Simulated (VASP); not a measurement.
# Fe (Fm-3m) in VASP: further runs

Fe is run at these levels: PBE; tasks: single point.

All numbers are computed with VASP 6.6.1; they aren't measurements. Logs are shortened: lines on timing, memory, paths and dates and some standing lists are left out, and cuts for length are marked.

## Step 1: The cell of the first run

It takes space group Fm-3m (No. 225, cubic). The conventional cell has a = 3.490 Å, b = 3.490 Å, c = 3.490 Å, α = 90.00°, β = 90.00°, γ = 90.00°. Fe (site symmetry m-3m) has 12 Fe at 2.47 Å within 3.3 Å.

This isn't the form of Fe at room conditions, which is bcc.

## Step 2: Single point, PBE

File INCAR:

```
SYSTEM = Fe
  PREC = Accurate
  ENCUT = 600
  EDIFF = 1E-6
  ISMEAR = -1
  SIGMA = 0.1
  LREAL = .FALSE.
  LASPH = .TRUE.
  NELM = 120
  ALGO = Normal
  ISIF = 2
  LWAVE = .FALSE.
  LCHARG = .FALSE.
  GGA = PE
  ISYM = 0
  NBANDS = 15
  GGA_COMPAT = .FALSE.
```

File KPOINTS:

```
Automatic mesh
0
G
  13 13 7
  0 0 0
```

File POSCAR:

```
Fe
1.0
    0.0000000000      1.7450000000      1.7450000000
    1.7450000000      0.0000000000      1.7450000000
    3.4900000000      3.4900000000      0.0000000000
Fe
2
Direct
    0.0000000000      0.0000000000      0.0000000000
    0.0000000000      0.0000000000      0.5000000000
```

Potentials or basis: VASP PAW PBE potentials, release 64 (Fe).

Run with:

```bash
$ cat potpaw_PBE.64/Fe/POTCAR > POTCAR
$ mpirun -np 1 vasp_std > vasp.out
```

OUTCAR:

```text
SYSTEM = Fe
   PREC = Accurate
   ENCUT = 600
   EDIFF = 1E-6
   ISMEAR = -1
   LREAL = .FALSE.
   LASPH = .TRUE.
   NELM = 120
   ISIF = 2
   GGA = PE
   ISYM = 0

 ion  position               nearest neighbor table
   1  0.000  0.000  0.000-   2 2.47   2 2.47   2 2.47   2 2.47   2 2.47   2 2.47
   2  0.000  0.000  0.500-   1 2.47   1 2.47   1 2.47   1 2.47   1 2.47   1 2.47

IMPORTANT INFORMATION: All symmetrisations will be switched off!
NOSYMM: (Re-)initialisation of all symmetry stuff for point group C_1.

----------------------------------------------------------------------------------------

                                     Primitive cell

  volume of cell :      21.2543

  direct lattice vectors                    reciprocal lattice vectors
     0.000000000  1.745000000  1.745000000    -0.286532951  0.286532951  0.286532951
     1.745000000  0.000000000  1.745000000     0.286532951 -0.286532951  0.286532951
     3.490000000  3.490000000  0.000000000     0.143266476  0.143266476 -0.143266476

  length of vectors
     2.467802666  2.467802666  4.935605333     0.496289630  0.496289630  0.248144815

  position of ions in fractional coordinates (direct lattice)
     0.000000000  0.000000000  0.000000000
     0.000000000  0.000000000  0.500000000

  ion indices of the primitive-cell ions
   primitive index   ion index
                 1           1
                 2           2

----------------------------------------------------------------------------------------

 KPOINTS: Automatic mesh

Automatic generation of k-mesh.
 Grid dimensions read from file:
 generate k-points for:   13   13    7

 Generating k-lattice:

  Cartesian coordinates                     Fractional coordinates (reciprocal lattice)
    -0.022040996  0.022040996  0.022040996     0.076923077  0.000000000  0.000000000
     0.022040996 -0.022040996  0.022040996     0.000000000  0.076923077  0.000000000
     0.020466639  0.020466639 -0.020466639     0.000000000  0.000000000  0.142857143

  Length of vectors
     0.038176125  0.038176125  0.035449259

  Shift w.r.t. Gamma in fractional coordinates (k-lattice)
     0.000000000  0.000000000  0.000000000

 -----------------------------------------------------------------------------
|                                                                             |
|           W    W    AA    RRRRR   N    N  II  N    N   GGGG   !!!           |
|           W    W   A  A   R    R  NN   N  II  NN   N  G    G  !!!           |
|           W    W  A    A  R    R  N N  N  II  N N  N  G       !!!           |
|           W WW W  AAAAAA  RRRRR   N  N N  II  N  N N  G  GGG   !            |
|           WW  WW  A    A  R   R   N   NN  II  N   NN  G    G                |
|           W    W  A    A  R    R  N    N  II  N    N   GGGG   !!!           |
|                                                                             |
|     Your reciprocal lattice and k-lattice belong to different lattice       |
|     classes:                                                                |
|                                                                             |
|        The reciprocal lattice is rhombohedral (trigonal),                   |
|        whereas your k-lattice is base-centered monoclinic.                  |
|                                                                             |
|     Results are often still useful ...                                      |
|                                                                             |
 -----------------------------------------------------------------------------

 WARNING: IBZKPT: internal override: KBLOWUP is changed to .FALSE.
      ... skipping the blow-up phase ...

 Subroutine IBZKPT returns following result:
 ===========================================

 Found    592 irreducible k-points:

 Following reciprocal coordinates:
            Coordinates               Weight
  0.000000  0.000000  0.000000      1.000000
  0.076923  0.000000  0.000000      2.000000
  0.153846  0.000000  0.000000      2.000000
  0.230769  0.000000  0.000000      2.000000
  0.307692  0.000000  0.000000      2.000000
  0.384615  0.000000  0.000000      2.000000
[... 16 lines left out ...]
  0.153846  0.153846  0.000000      2.000000
  0.230769  0.153846  0.000000      2.000000
 [... further k-points ...]
   k-points           NKPTS =    592   k-points in BZ     NKDIM =    592   number of bands    NBANDS=     15
   number of dos      NEDOS =    301   number of ions     NIONS =      2
   total plane-waves  NPLWV =  16000
   dimension x,y,z NGX =    20 NGY =   20 NGZ =   40
   dimension x,y,z NGXF=    40 NGYF=   40 NGZF=   80
   ions per type =               2
   NGX,Y,Z   is equivalent  to a cutoff of  13.47, 13.47, 13.47 a.u.
   NGXF,Y,Z  is equivalent  to a cutoff of  26.95, 26.95, 26.95 a.u.
 SYSTEM =  Fe
   PREC   = accura    normal or accurate (medium, high low for compatibility)
   ISTART =      0    job   : 0-new  1-cont  2-samecut
   ICHARG =      2    charge: 1-file 2-atom 10-const
   ISPIN  =      1    spin polarized calculation?
   LNONCOLLINEAR =      F non collinear calculations
   LSORBIT =      F    spin-orbit coupling
   LASPH  =      T    aspherical Exc in radial PAW
   ENCUT  =  600.0 eV  44.10 Ry    6.64 a.u.   4.93  4.93  9.86*2*pi/ulx,y,z
   NELM   =    120;   NELMIN=  2; NELMDL= -5     # of ELM steps
   EDIFF  = 0.1E-05   stopping-criterion for ELM
   LREAL  =      F    real-space projection
   EDIFFG = 0.1E-04   stopping-criterion for IOM
   NSW    =      0    number of steps for IOM
   IBRION =     -1    ionic relax: 0-MD 1-quasi-New 2-CG
   NFREE  =      0    steps in history (QN), initial steepest desc. (CG)
   ISIF   =      2    stress and relaxation
   ISYM   =      0    0-nonsym 1-usesym 2-fastsym
   POTIM  = 0.5000    time-step for ionic-motion
   TEBEG  =    0.0;   TEEND  =   0.0 temperature during run
   PSTRESS=    0.0 pullay stress
   NELECT =      16.0000    total number of electrons
   NUPDOWN=      -1.0000    fix difference up-down
   EMIN   =  10.00;   EMAX   =-10.00  energy-range for DOS
   EFERMI =   0.00;   METHOD = LEGACY
   ISMEAR =    -1;   SIGMA  =   0.10  broadening in eV -4-tet -1-fermi 0-gaus
   EFERMI_NEDOS =   21; number of points for ismear=-14 and -15
   IALGO  =     38    algorithm
   IMIX   =      4    mixing-type and parameters
     AMIX     =   0.40;   BMIX     =  1.00
     AMIX_MAG =   1.60;   BMIX_MAG =  1.00
  volume/ion in A,a.u.               =      10.63        71.72
  Fermi-wavevector in a.u.,A,eV,Ry     =   1.489245  2.814264 30.175678  2.217850
  Thomas-Fermi vector in A             =   2.602178
   LORBIT       =      0    0 simple, 1 ext, 2 COOP (PROOUT), +10 PAW based schemes
   GGA     = PE    functional components
   LHFCALC =     F    Hartree Fock is set to
   AEXX    =    0.0000 exact exchange contribution
   IVDW    =     0    specifies the selected vdW correction
   LEPSILON=     F    determine dielectric tensor
   LRPA    =     F    only Hartree local field effects (RPA)
 non-spin polarized calculation
  energy-cutoff  :      600.00
  volume of cell :       21.25
 maximum number of plane-waves:       725
   NGX =  9   NGY =  9   NGZ = 19

 number of electron      16.0000005 magnetization

 Free energy of the ion-electron system (eV)
  ---------------------------------------------------
  ext. energy  EPLUGINS =         0.00000000
  ---------------------------------------------------
  free energy    TOTEN  =       -16.18322023 eV

  energy without entropy =      -16.05774289  energy(sigma->0) =      -16.12048156

 E-fermi :   6.3973     XC(G=0): -13.5478

 val. band max:        6.3947025056   @ k =  -0.1538  -0.1538   0.2857
 cond. band min:       6.3987980732   @ k =  -0.3846   0.4615   0.4286
 fundamental gap:      0.0040955676
 Fermi energy:         6.3972605208

 k-point     1 :       0.0000    0.0000    0.0000
  band No.  band energies     occupation
      1      -2.2322      2.00000
      2       1.7593      2.00000
      3       4.7621      2.00000
      4       4.7626      2.00000
      5       4.8496      2.00000
      6       4.8507      2.00000
      7       4.8518      2.00000
      8       6.3176      1.37831
      9       6.3182      1.37596
     10       6.5884      0.25774
     11       7.3278      0.00018
     12       7.3290      0.00018
     13      14.3580      0.00000
     14      27.9835      0.00000
     15      29.3946      0.00000

 k-point     2 :       0.0769    0.0000    0.0000
  band No.  band energies     occupation
      1      -1.9881      2.00000
      2       1.9084      2.00000
      3       4.6022      2.00000
      4       4.7624      2.00000
      5       4.8869      2.00000
      6       4.9187      2.00000
      7       4.9198      2.00000
      8       5.7634      1.99647
      9       6.2859      1.50573
     10       6.2865      1.50323
     11       7.3367      0.00017
     12       8.2380      0.00000
     13      14.5188      0.00000
     14      27.3892      0.00000
     15      29.0375      0.00000

 k-point     3 :       0.1538    0.0000    0.0000
  band No.  band energies     occupation
      1      -1.2857      2.00000
      2       2.2879      2.00000
      3       4.1190      2.00000
      4       4.5491      2.00000
      5       4.9658      2.00000
      6       5.0659      2.00000
      7       5.0665      2.00000
      8       5.2448      1.99998
      9       6.2492      1.62940
     10       6.2503      1.62592
     11       7.3595      0.00013
     12       9.3150      0.00000
     13      15.0760      0.00000
     14      25.4999      0.00000
     15      26.7290      0.00000

 k-point     4 :       0.2308    0.0000    0.0000
  band No.  band energies     occupation
      1      -0.2376      2.00000
      2       2.5797      2.00000
      3       3.4716      2.00000
      4       4.3618      2.00000
      5       4.7550      2.00000
      6       5.1241      1.99999
      7       5.1243      1.99999
      8       5.7842      1.99566
      9       6.3714      1.12882
     10       6.3732      1.11956
     11       7.3934      0.00009
     12      10.0571      0.00000
     13      16.1827      0.00000
     14      23.0206      0.00000
     15      23.2146      0.00000
[... 307 lines left out ...]
 k-point    22 :       0.0769    0.1538    0.0000
  band No.  band energies     occupation
      1      -1.3588      2.00000
      2       2.1397      2.00000
      3       4.3440      2.00000
      4       4.4930      2.00000
      5       4.9289      2.00000
      6       5.1088      1.99999
      7       5.1187      1.99999
      8       5.1668      1.99999
      9       6.0363      1.94728
     10       6.4165      0.90425
     11       7.1466      0.00111
     12       8.7218      0.00000
     13      15.7276      0.00000
     14      25.9797      0.00000
     15      27.8874      0.00000

 k-point    23 :       0.1538    0.1538    0.0000
  band No.  band energies     occupation
      1      -0.9822      2.00000
      2       2.2353      2.00000
      3       4.2675      2.00000
      4       4.3544      2.00000
      5       4.6384      2.00000
      6       5.2336      1.99998
      7       5.3060      1.99996
      8       5.3079      1.99996
      9       5.7980      1.99502
     10       6.5224      0.44487
     11       6.7718      0.04618
     12       8.8174      0.00000
     13      16.6860      0.00000
     14      24.4425      0.00000
     15      28.6067      0.00000

 k-point    24 :       0.2308    0.1538    0.0000
  band No.  band energies     occupation
      1      -0.2101      2.00000
      2       2.5041      2.00000
      3       3.9701      2.00000
      4       4.0049      2.00000
      5       4.2957      2.00000
      6       5.3060      1.99996
      7       5.5034      1.99974
      8       5.6080      1.99925
      9       5.8810      1.98861
     10       6.6478      0.15090
     11       6.6670      0.12621
     12       9.0410      0.00000
     13      17.9781      0.00000
     14      22.8361      0.00000
     15      26.1595      0.00000

 [... further k-points ...]

------------------------ aborting loop because EDIFF is reached ----------------------------------------

  FORCE on cell =-STRESS in cart. coord.  units (eV):
  Direction    XX          YY          ZZ          XY          YZ          ZX
  --------------------------------------------------------------------------------------
  -------------------------------------------------------------------------------------
  Total       -1.2363917     -1.2363995     -1.2210237     -0.0027000      0.0101818      0.0101802
  in kB      -93.2009613    -93.2015457    -92.0425004     -0.2035283      0.7675215      0.7673984
  external PRESSURE =     -92.8150025 kB  Pullay stress =       0.0000000 kB

 VOLUME and BASIS-vectors are now :
 -----------------------------------------------------------------------------
  energy-cutoff  :      600.00
  volume of cell :       21.25
      direct lattice vectors                 reciprocal lattice vectors
     0.000000000  1.745000000  1.745000000    -0.286532951  0.286532951  0.286532951
     1.745000000  0.000000000  1.745000000     0.286532951 -0.286532951  0.286532951
     3.490000000  3.490000000  0.000000000     0.143266476  0.143266476 -0.143266476

 POSITION                                       TOTAL-FORCE (eV/Angst)
 -----------------------------------------------------------------------------------
      0.00000      0.00000      0.00000        -0.000000     -0.000000      0.000001
      1.74500      1.74500      0.00000         0.000000      0.000000     -0.000001
 -----------------------------------------------------------------------------------
    total drift:                               -0.000000     -0.000001      0.000000

  FREE ENERGIE OF THE ION-ELECTRON SYSTEM (eV)
  ---------------------------------------------------
  free  energy   TOTEN  =       -16.1832202335 eV

  energy  without entropy=      -16.0577428944  energy(sigma->0) =      -16.12048156
```

Wall time 4.9 min (1 thread of Intel Xeon 8259CL, shared host); peak memory 0.31 GiB.

What came out:

```
Free energy            : -16.1832 eV
Pressure               : -9.3 GPa
Band gap on the k mesh : zero (bands 8 and 9 overlap by 1.50 eV)
```

Levels at points of the mesh, in eV from the Fermi level:
| k point | band 4 | band 5 | band 6 | band 7 | band 8 | band 9 | band 10 | band 11 | band 12 | band 13 |
| --- | --- | --- | --- | --- | --- | --- | --- | --- | --- | --- |
| (0.00, 0.00, 0.00) | -1.63 | -1.55 | -1.55 | -1.55 | -0.08 | -0.08 | 0.19 | 0.93 | 0.93 | 7.96 |

Caveat: the cell stands under tension; the run has no spin polarisation, though such a crystal can be magnetic.

## Step 3: Single point, PBE, collinear spin, ferromagnetic start

File INCAR:

```
SYSTEM = Fe
PREC = Accurate
ENCUT = 520
EDIFF = 1E-6
ISMEAR = -1
SIGMA = 0.1
LREAL = .FALSE.
LASPH = .TRUE.
NELM = 150
ALGO = Normal
ISIF = 2
LWAVE = .FALSE.
LCHARG = .FALSE.
ISPIN = 2
MAGMOM = 4 4
LORBIT = 11
LMAXMIX = 4
GGA = PE
ISYM = 0
NBANDS = 19
```

KPOINTS is that of step 2.

POSCAR is that of step 2.

Potentials or basis: VASP PAW PBE potentials, release 64 (Fe).

Run with:

```bash
$ cat potpaw_PBE.64/Fe/POTCAR > POTCAR
$ mpirun -np 1 vasp_std > vasp.out
```

It took 4.6 min on 1 thread of Intel Xeon 6975P-C (Granite Rapids), shared host; peak memory 0.42 GiB.

The run converged. Its results:

| Property | Result |
| --- | --- |
| Free energy | -16.2416 eV |
| Pressure | -1.7 GPa |
| Net moment | 2.06 μB per cell |
| Site moments | Fe +1.02 μB |
| Valence electrons inside the program's atomic spheres | Fe 7.41 |

Levels at points of the mesh, in eV from the Fermi level:
Spin up:
```tsv
k point	band 5	band 6	band 7	band 8	band 9	band 10	band 11	band 12	band 13	band 14
(0.00, 0.00, 0.00)	-1.93	-1.93	-1.93	-0.87	-0.87	0.05	0.36	0.36	7.65	21.55
```
Spin down:
```
           k point  band 5  band 6  band 7  band 8  band 9  band 10
(0.00, 0.00, 0.00)   -1.22   -1.10   -1.10    0.13    0.71     0.71
```
